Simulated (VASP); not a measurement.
# Zr (I4_1/amd) in VASP: notebook

The runs below take Zr through single point, with PBE.

All numbers are computed with VASP 6.6.1; they aren't measurements. Logs are shortened: lines on timing, memory, paths and dates and some standing lists are left out, and cuts for length are marked.

## Step 1: The cell of the first run

It takes space group I4_1/amd (No. 141, tetragonal). Conventional cell: a = 4.084 Å, b = 4.084 Å, c = 2.265 Å, α = 90.00°, β = 90.00°, γ = 90.00°. Zr (site symmetry -4m2) has 10 Zr at 2.12 to 2.66 Å within 2.8 Å.

## Step 2: Single point, PBE

File INCAR:

```
SYSTEM = Zr
PREC = Accurate
ENCUT = 500
EDIFF = 1E-6
ISMEAR = -1
SIGMA = 0.1
LREAL = .FALSE.
LASPH = .TRUE.
NELM = 120
ALGO = Normal
ISIF = 2
LWAVE = .FALSE.
LCHARG = .FALSE.
GGA = PE
NBANDS = 19
GGA_COMPAT = .FALSE.
```

File KPOINTS:

```
regular mesh
0
G
  14 14 14
  0 0 0
```

File POSCAR:

```
Zr
1.0
   -2.0419259728      2.0419259728      1.1322567424
    2.0419259728     -2.0419259728      1.1322567424
    2.0419259728      2.0419259728     -1.1322567424
Zr
2
Direct
   -0.3750000000     -0.1250000000     -0.2500000000
    0.3750000000      0.1250000000      0.2500000000
```

Potentials or basis: VASP PAW PBE potentials, release 64 (Zr_sv).

Started as:

```sh
cat potpaw_PBE.64/Zr_sv/POTCAR > POTCAR
mpirun -np 1 vasp_std > vasp.out
```

OUTCAR:

```text
SYSTEM = Zr
   PREC = Accurate
   ENCUT = 500
   EDIFF = 1E-6
   ISMEAR = -1
   LREAL = .FALSE.
   LASPH = .TRUE.
   NELM = 120
   ISIF = 2
   GGA = PE

 ion  position               nearest neighbor table
   1  0.625  0.875  0.750-   2 2.12   2 2.12   2 2.12   2 2.12   2 2.66   2 2.66   2 2.66   2 2.66
                             2 3.49   2 3.49
   2  0.375  0.125  0.250-   1 2.12   1 2.12   1 2.12   1 2.12   1 2.66   1 2.66   1 2.66   1 2.66
                             1 3.49   1 3.49

  LATTYP: Found a body centered tetragonal cell.
 ALAT       =     4.0838519456
 C/A-ratio  =     0.5545043050

  Lattice vectors:

 A1 = (  -2.0419259728,   2.0419259728,   1.1322567424)
 A2 = (   2.0419259728,  -2.0419259728,   1.1322567424)
 A3 = (   2.0419259728,   2.0419259728,  -1.1322567424)

Analysis of symmetry for initial positions (statically):
=====================================================================
 Subroutine PRICEL returns:
 Original cell was already a primitive cell.

 Routine SETGRP: Setting up the symmetry group for a
 body centered tetragonal supercell.

 Subroutine GETGRP returns: Found 16 space group operations
 (whereof  4 operations were pure point group operations)
 out of a pool of 16 trial point group operations.

The static configuration has the point symmetry C_2h.
 The point group associated with its full space group is D_4h.

Analysis of symmetry for dynamics (positions and initial velocities):
=====================================================================
 Subroutine PRICEL returns:
 Original cell was already a primitive cell.

 Routine SETGRP: Setting up the symmetry group for a
 body centered tetragonal supercell.

 Subroutine GETGRP returns: Found 16 space group operations
 (whereof  4 operations were pure point group operations)
 out of a pool of 16 trial point group operations.

The dynamic configuration has the point symmetry C_2h.
 The point group associated with its full space group is D_4h.

 Subroutine INISYM returns: Found 16 space group operations
 (whereof  4 operations are pure point group operations),
 and found     1 'primitive' translations

----------------------------------------------------------------------------------------

                                     Primitive cell

  volume of cell :      18.8836

  direct lattice vectors                    reciprocal lattice vectors
    -2.041925973  2.041925973  1.132256742     0.000000000  0.244866859  0.441595957
     2.041925973 -2.041925973  1.132256742     0.244866859  0.000000000  0.441595957
     2.041925973  2.041925973 -1.132256742     0.244866859  0.244866859  0.000000000

  length of vectors
     3.101762191  3.101762191  3.101762191     0.504942342  0.504942342  0.346294033

  position of ions in fractional coordinates (direct lattice)
     0.625000000  0.875000000  0.750000000
     0.375000000  0.125000000  0.250000000

  ion indices of the primitive-cell ions
   primitive index   ion index
                 1           1
                 2           2

----------------------------------------------------------------------------------------

 KPOINTS: regular mesh

Automatic generation of k-mesh.
 Grid dimensions read from file:
 generate k-points for:   14   14   14

 Generating k-lattice:

  Cartesian coordinates                     Fractional coordinates (reciprocal lattice)
     0.000000000  0.017490490  0.031542568     0.071428571  0.000000000  0.000000000
     0.017490490  0.000000000  0.031542568     0.000000000  0.071428571  0.000000000
     0.017490490  0.017490490  0.000000000     0.000000000  0.000000000  0.071428571

  Length of vectors
     0.036067310  0.036067310  0.024735288

  Shift w.r.t. Gamma in fractional coordinates (k-lattice)
     0.000000000  0.000000000  0.000000000

 Subroutine IBZKPT returns following result:
 ===========================================

 Found    244 irreducible k-points:

 Following reciprocal coordinates:
            Coordinates               Weight
  0.000000  0.000000  0.000000      1.000000
  0.071429 -0.000000  0.000000      8.000000
  0.142857 -0.000000  0.000000      8.000000
  0.214286 -0.000000  0.000000      8.000000
  0.285714 -0.000000  0.000000      8.000000
  0.357143 -0.000000  0.000000      8.000000
[... 16 lines left out ...]
  0.214286  0.142857  0.000000     16.000000
  0.285714  0.142857  0.000000     16.000000
 [... further k-points ...]
   k-points           NKPTS =    244   k-points in BZ     NKDIM =    244   number of bands    NBANDS=     19
   number of dos      NEDOS =    301   number of ions     NIONS =      2
   total plane-waves  NPLWV =  13824
   dimension x,y,z NGX =    24 NGY =   24 NGZ =   24
   dimension x,y,z NGXF=    48 NGYF=   48 NGZF=   48
   ions per type =               2
   NGX,Y,Z   is equivalent  to a cutoff of  12.86, 12.86, 12.86 a.u.
   NGXF,Y,Z  is equivalent  to a cutoff of  25.73, 25.73, 25.73 a.u.
 SYSTEM =  Zr
   PREC   = accura    normal or accurate (medium, high low for compatibility)
   ISTART =      0    job   : 0-new  1-cont  2-samecut
   ICHARG =      2    charge: 1-file 2-atom 10-const
   ISPIN  =      1    spin polarized calculation?
   LNONCOLLINEAR =      F non collinear calculations
   LSORBIT =      F    spin-orbit coupling
   LASPH  =      T    aspherical Exc in radial PAW
   ENCUT  =  500.0 eV  36.75 Ry    6.06 a.u.   5.66  5.66  5.66*2*pi/ulx,y,z
   NELM   =    120;   NELMIN=  2; NELMDL= -5     # of ELM steps
   EDIFF  = 0.1E-05   stopping-criterion for ELM
   LREAL  =      F    real-space projection
   EDIFFG = 0.1E-04   stopping-criterion for IOM
   NSW    =      0    number of steps for IOM
   IBRION =     -1    ionic relax: 0-MD 1-quasi-New 2-CG
   NFREE  =      0    steps in history (QN), initial steepest desc. (CG)
   ISIF   =      2    stress and relaxation
   ISYM   =      2    0-nonsym 1-usesym 2-fastsym
   POTIM  = 0.5000    time-step for ionic-motion
   TEBEG  =    0.0;   TEEND  =   0.0 temperature during run
   PSTRESS=    0.0 pullay stress
   NELECT =      24.0000    total number of electrons
   NUPDOWN=      -1.0000    fix difference up-down
   EMIN   =  10.00;   EMAX   =-10.00  energy-range for DOS
   EFERMI =   0.00;   METHOD = LEGACY
   ISMEAR =    -1;   SIGMA  =   0.10  broadening in eV -4-tet -1-fermi 0-gaus
   EFERMI_NEDOS =   21; number of points for ismear=-14 and -15
   IALGO  =     38    algorithm
   IMIX   =      4    mixing-type and parameters
     AMIX     =   0.40;   BMIX     =  1.00
     AMIX_MAG =   1.60;   BMIX_MAG =  1.00
  volume/ion in A,a.u.               =       9.44        63.72
  Fermi-wavevector in a.u.,A,eV,Ry     =   1.773306  3.351062 42.785059  3.144613
  Thomas-Fermi vector in A             =   2.839525
   LORBIT       =      0    0 simple, 1 ext, 2 COOP (PROOUT), +10 PAW based schemes
   GGA     = PE    functional components
   LHFCALC =     F    Hartree Fock is set to
   AEXX    =    0.0000 exact exchange contribution
   IVDW    =     0    specifies the selected vdW correction
   LEPSILON=     F    determine dielectric tensor
   LRPA    =     F    only Hartree local field effects (RPA)
 non-spin polarized calculation
  energy-cutoff  :      500.00
  volume of cell :       18.88
 maximum number of plane-waves:       500
   NGX = 11   NGY = 11   NGZ = 11

 number of electron      24.0000000 magnetization

 Free energy of the ion-electron system (eV)
  ---------------------------------------------------
  ext. energy  EPLUGINS =         0.00000000
  ---------------------------------------------------
  free energy    TOTEN  =         1.12368881 eV

  energy without entropy =        1.16309069  energy(sigma->0) =        1.14338975

 E-fermi :  23.5333     XC(G=0): -15.9251

 val. band max:       23.5314833031   @ k =   0.3571   0.2143   0.0000
 cond. band min:      23.5413373667   @ k =  -0.2857   0.5000   0.2143
 fundamental gap:      0.0098540635
 Fermi energy:        23.5333111937

 k-point     1 :       0.0000    0.0000    0.0000
  band No.  band energies     occupation
      1     -28.7456      2.00000
      2     -23.1330      2.00000
      3      -7.8401      2.00000
      4      -7.8401      2.00000
      5      -0.0898      2.00000
      6       0.0481      2.00000
[... 11 lines left out ...]
     18      38.2975      0.00000
     19      41.7021      0.00000

 k-point     2 :       0.0714   -0.0000    0.0000
  band No.  band energies     occupation
      1     -28.6363      2.00000
      2     -23.1348      2.00000
      3      -7.8173      2.00000
      4      -7.6751      2.00000
      5      -0.6236      2.00000
      6      -0.4380      2.00000
[... 11 lines left out ...]
     18      37.9368      0.00000
     19      39.6639      0.00000

 k-point     3 :       0.1429   -0.0000    0.0000
  band No.  band energies     occupation
      1     -28.3167      2.00000
      2     -23.1412      2.00000
      3      -7.7492      2.00000
      4      -7.2159      2.00000
      5      -1.9457      2.00000
      6      -1.5992      2.00000
[... 11 lines left out ...]
     18      37.0259      0.00000
     19      38.2187      0.00000

 k-point     4 :       0.2143   -0.0000    0.0000
  band No.  band energies     occupation
      1     -27.8134      2.00000
      2     -23.1576      2.00000
      3      -7.6391      2.00000
      4      -6.6012      2.00000
      5      -3.6623      2.00000
      6      -2.9211      2.00000
[... 11 lines left out ...]
     18      35.8921      0.00000
     19      38.6935      0.00000

 k-point     5 :       0.2857   -0.0000    0.0000
  band No.  band energies     occupation
      1     -27.1776      2.00000
      2     -23.1996      2.00000
      3      -7.4987      2.00000
      4      -6.3330      2.00000
      5      -5.2453      2.00000
      6      -3.8606      2.00000
[... 11 lines left out ...]
     18      34.1341      0.00000
     19      38.2907      0.00000
[... 334 lines left out ...]
      2     -23.2289      2.00000
      3      -7.7758      2.00000
      4      -7.7582      2.00000
      5      -0.3506      2.00000
      6       0.0507      2.00000
[... 11 lines left out ...]
     18      37.7540      0.00000
     19      39.5601      0.00000

 k-point    22 :       0.1429    0.1429    0.0000
  band No.  band energies     occupation
      1     -27.3595      2.00000
      2     -22.9426      2.00000
      3      -7.1210      2.00000
      4      -6.8461      2.00000
      5      -4.7568      2.00000
      6      -4.5338      2.00000
[... 11 lines left out ...]
     18      35.5090      0.00000
     19      38.7075      0.00000

 k-point    23 :       0.2143    0.1429    0.0000
  band No.  band energies     occupation
      1     -26.7251      2.00000
      2     -22.9951      2.00000
      3      -7.5318      2.00000
      4      -6.6551      2.00000
      5      -5.7515      2.00000
      6      -5.1637      2.00000
[... 11 lines left out ...]
     18      34.0861      0.00000
     19      38.6847      0.00000

 k-point    24 :       0.2857    0.1429    0.0000
  band No.  band energies     occupation
      1     -26.1154      2.00000
      2     -23.1869      2.00000
      3      -8.3259      2.00000
      4      -6.8627      2.00000
      5      -6.2948      2.00000
      6      -4.7743      2.00000
[... 11 lines left out ...]
     18      37.2460      0.00000
     19      38.5882      0.00000

 [... further k-points ...]
[... 5 lines left out ...]
  --------------------------------------------------------------------------------------
  -------------------------------------------------------------------------------------
  Total       50.6590703     50.6590703     50.4669343      0.0000000     -0.0000000     -0.0000000
  in kB     4298.1632276   4298.1632276   4281.8614673      0.0000000     -0.0000000     -0.0000000
  external PRESSURE =    4292.7293075 kB  Pullay stress =       0.0000000 kB

 VOLUME and BASIS-vectors are now :
 -----------------------------------------------------------------------------
  energy-cutoff  :      500.00
  volume of cell :       18.88
      direct lattice vectors                 reciprocal lattice vectors
    -2.041925973  2.041925973  1.132256742     0.000000000  0.244866859  0.441595957
     2.041925973 -2.041925973  1.132256742     0.244866859  0.000000000  0.441595957
     2.041925973  2.041925973 -1.132256742     0.244866859  0.244866859  0.000000000

 POSITION                                       TOTAL-FORCE (eV/Angst)
 -----------------------------------------------------------------------------------
      2.04193      1.02096      0.84919        -0.000000      0.000000     -0.000000
     -0.00000      1.02096      0.28306         0.000000     -0.000000      0.000000
 -----------------------------------------------------------------------------------
    total drift:                               -0.000000      0.000000      0.000000

  FREE ENERGIE OF THE ION-ELECTRON SYSTEM (eV)
  ---------------------------------------------------
  free  energy   TOTEN  =         1.1236888056 eV

  energy  without entropy=        1.1630906905  energy(sigma->0) =        1.14338975
```

Wall time 40 s (1 thread of Intel Xeon 6975P-C, shared host); peak memory 0.19 GiB.

What came out:

- Free energy: 1.1237 eV
- Pressure: 429.3 GPa
- Band gap on the k mesh: zero (band 12 reaches 25.01 eV, above the bottom of band 13 at 21.13 eV)

## Step 3: Single point, PBE

File INCAR:

```
PREC = Accurate
ENCUT = 500
EDIFF = 1E-6
ISMEAR = -1
SIGMA = 0.1
LREAL = F
LASPH = T
NELM = 120
ALGO = Normal
ISIF = 2
LWAVE = F
LCHARG = F
GGA = PE
NBANDS = 19
GGA_COMPAT = F
```

File KPOINTS:

```
regular mesh
0
Gamma
  14 14 14
```

POSCAR is that of step 2.

Potentials or basis: VASP PAW PBE potentials, release 64 (Zr_sv).

Started as:

```sh
cat potpaw_PBE.64/Zr_sv/POTCAR > POTCAR
mpirun -np 1 vasp_std > vasp.out
```

It took 50 s on 1 thread of Intel Xeon 6975P-C, shared host; peak memory 0.19 GiB.

Results (log left out):

| Item | Value |
| --- | --- |
| Free energy | 1.1237 eV |
| Pressure | 429.3 GPa |
| Band gap on the k mesh | zero (band 12 reaches 25.01 eV, above the bottom of band 13 at 21.13 eV) |

Stress tensor (GPa, compression positive):
```
429.82   0.00   0.00
  0.00 429.82   0.00
  0.00   0.00 428.19
```

Levels at points of the mesh, in eV from the Fermi level:
```tsv
k point	band 9	band 10	band 11	band 12	band 13	band 14	band 15	band 16
(0.00, 0.00, 0.00)	-11.00	-4.97	-3.43	-3.23	-2.40	3.43	3.43	4.18
(0.50, 0.00, 0.00)	-7.60	-6.80	-4.03	0.10	0.57	3.55	3.82	7.42
(0.50, 0.50, 0.00)	-4.99	-4.99	-1.93	-1.93	2.78	2.78	8.54	8.54
(0.50, 0.50, 0.50)	-3.40	-3.40	0.03	0.03	3.80	3.80	4.12	4.12
```

## Step 4: Single point, PBE

This run uses another cell than the first one, of 11.80 Å³/atom, 1.250 times its volume.

File INCAR:

```
  ALGO = Normal
  EDIFF = 1E-6
  ENCUT = 500
  GGA = PE
  GGA_COMPAT = F
  ISIF = 2
  ISMEAR = -1
  LASPH = T
  LCHARG = F
  LREAL = F
  LWAVE = F
  NBANDS = 19
  NELM = 120
  PREC = Accurate
  SIGMA = 0.1
```

File KPOINTS:

```
k-points
0
Gamma
  14 14 14
```

File POSCAR:

```
Zr
1.0
   -2.1994712646      2.1994712646      1.2198272480
    2.1994712646     -2.1994712646      1.2198272480
    2.1994712646      2.1994712646     -1.2198272480
Zr
2
Direct
   -0.3750000000     -0.1250000000     -0.2500000000
    0.3750000000      0.1250000000      0.2500000000
```

Started as:

```sh
cat potpaw_PBE.64/Zr_sv/POTCAR > POTCAR
mpirun -np 1 vasp_std > vasp.out
```

Run time: 39 s. Hardware: 1 thread of Intel Xeon 6975P-C, shared host; peak memory 0.21 GiB.

Results (log left out):

```
Free energy            : -7.7232 eV
Pressure               : 203.5 GPa
Band gap on the k mesh : zero (band 12 reaches 19.90 eV, above the bottom of band 13 at 16.87 eV)
```

Stress tensor (GPa, compression positive):
```
203.63   0.00   0.00
  0.00 203.63   0.00
  0.00   0.00 203.21
```

Levels at points of the mesh, in eV from the Fermi level:
| k point | band 8 | band 9 | band 10 | band 11 | band 12 | band 13 | band 14 | band 15 | band 16 | band 17 |
| --- | --- | --- | --- | --- | --- | --- | --- | --- | --- | --- |
| (0.00, 0.00, 0.00) | -23.72 | -8.06 | -4.49 | -3.50 | -2.25 | -1.39 | 3.86 | 3.86 | 4.40 | 4.40 |
| (0.50, 0.00, 0.00) | -23.63 | -5.87 | -5.05 | -2.79 | 0.23 | 0.93 | 3.21 | 4.19 | 5.71 | 9.27 |
| (0.50, 0.50, 0.00) | -23.77 | -3.66 | -3.66 | -1.44 | -1.44 | 2.11 | 2.11 | 6.03 | 6.03 | 7.67 |
| (0.50, 0.50, 0.50) | -22.81 | -2.88 | -2.88 | -0.17 | -0.17 | 3.31 | 3.31 | 4.05 | 4.05 | 6.26 |

## Step 5: Single point, PBE

File INCAR:

```
SYSTEM = Zr
PREC     = Accurate       ! precision mode
ENCUT    = 500            ! plane-wave cutoff, eV
EDIFF    = 1E-6           ! SCF threshold, eV
ISMEAR   = -1             ! smearing method
SIGMA    = 0.1            ! smearing width, eV
LREAL    = .False.        ! projectors in reciprocal space
LASPH    = .True.         ! aspherical terms in the spheres
NELM     = 120            ! most SCF steps
ALGO     = Normal         ! electronic algorithm
ISIF     = 2              ! what is computed and relaxed
LWAVE    = .False.        ! write WAVECAR
LCHARG   = .False.        ! write CHGCAR
GGA      = PE             ! functional
NBANDS   = 19             ! bands
GGA_COMPAT= .False.
```

File KPOINTS:

```
regular mesh
0
Gamma
  14 14 14
  0 0 0
```

POSCAR is that of step 4.

Started as:

```sh
cat potpaw_PBE.64/Zr_sv/POTCAR > POTCAR
mpirun -np 1 vasp_std > vasp.out
```

It took 47 s on 1 thread of Intel Xeon 6975P-C, shared host; peak memory 0.2 GiB.

The run converged. Its results:

```
Free energy            : -7.7232 eV
Pressure               : 203.5 GPa
Band gap on the k mesh : zero (band 12 reaches 19.90 eV, above the bottom of band 13 at 16.87 eV)
```

Stress tensor (GPa, compression positive):
```
203.63   0.00   0.00
  0.00 203.63   0.00
  0.00   0.00 203.21
```

Levels at points of the mesh, in eV from the Fermi level:
```tsv
k point	band 8	band 9	band 10	band 11	band 12	band 13	band 14	band 15	band 16	band 17
(0.00, 0.00, 0.00)	-23.72	-8.06	-4.49	-3.50	-2.25	-1.39	3.86	3.86	4.40	4.40
(0.50, 0.00, 0.00)	-23.63	-5.87	-5.05	-2.79	0.23	0.93	3.21	4.19	5.71	9.27
(0.50, 0.50, 0.00)	-23.77	-3.66	-3.66	-1.44	-1.44	2.11	2.11	6.03	6.03	7.67
(0.50, 0.50, 0.50)	-22.81	-2.88	-2.88	-0.17	-0.17	3.31	3.31	4.05	4.05	6.26
```
